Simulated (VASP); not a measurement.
## WCl2F4: single point with PBE

Crystal: WCl2F4.

```xyz
7
Lattice="5.8294 -0.0409 -0.2608 2.8260 5.2781 -0.0665 2.3865 1.7407 5.3864" Properties=species:S:1:pos:R:3 pbc="T T T"
W     0.0000    0.0000    0.0000
Cl    3.9369    3.8500    1.3312
Cl    7.1049    3.1279    3.7278
F     3.8224    1.6972    4.2005
F     6.5954    1.4119    0.6168
F     4.4464    5.5660    4.4423
F     7.2194    5.2806    0.8585
```

```yaml
Program: VASP 6.6.1
Task: single point
Functional: PBE
Potentials_or_basis: VASP PAW PBE potentials, release 64 (W_sv, Cl, F)
Cutoff: 520 eV
k_mesh: 6 × 6 × 4
Occupations: gaussian, width 0.02 eV
Spin: no spin polarisation
```

The pressure is 0.9 GPa, the largest force is 0.393 eV/Å and the band gap on the k mesh is 2.91 eV (least direct gap 2.93 eV).

Forces in eV/Å, atoms in the order of the input:
```
W    0.000  0.000  0.000
Cl  -0.001 -0.003 -0.001
Cl   0.001  0.003  0.001
F    0.303 -0.011 -0.249
F    0.163  0.306  0.185
F   -0.163 -0.306 -0.185
F   -0.303  0.011  0.249
```

Stress tensor (GPa, compression positive):
```
 1.02  0.40 -0.44
 0.40  0.83  0.53
-0.44  0.53  0.86
```

Levels at points of the mesh, in eV from the valence-band top:
| k point | band 25 | band 26 | band 27 | band 28 | band 29 | band 30 | band 31 | band 32 |
| --- | --- | --- | --- | --- | --- | --- | --- | --- |
| (0.00, 0.00, 0.00) | -0.33 | -0.23 | -0.19 | 0.00 | 2.93 | 3.01 | 3.57 | 6.51 |
| (0.50, 0.00, 0.00) | -0.41 | -0.28 | -0.10 | -0.09 | 2.91 | 3.04 | 3.59 | 6.64 |
| (0.00, 0.50, 0.00) | -0.55 | -0.34 | -0.13 | -0.08 | 3.00 | 3.12 | 3.59 | 6.39 |
| (0.50, 0.50, 0.00) | -0.44 | -0.26 | -0.16 | -0.09 | 2.96 | 3.14 | 3.59 | 6.37 |
| (0.00, 0.00, 0.50) | -0.48 | -0.33 | -0.14 | -0.13 | 3.00 | 3.15 | 3.58 | 6.51 |
| (0.50, 0.00, 0.50) | -0.60 | -0.29 | -0.23 | -0.07 | 3.03 | 3.17 | 3.56 | 6.14 |
| (0.00, 0.50, 0.50) | -0.46 | -0.27 | -0.14 | -0.05 | 2.91 | 3.10 | 3.60 | 6.39 |
| (0.50, 0.50, 0.50) | -0.37 | -0.29 | -0.23 | -0.01 | 2.92 | 3.05 | 3.58 | 6.76 |

Run time: 15 min on 1 thread of Oxide Virtual Turin-like Processor (shared host), peak memory 0.54 GiB.

Caveat: spin-orbit coupling is left out, which moves the levels of the heavy elements. A k mesh can miss the band edges.
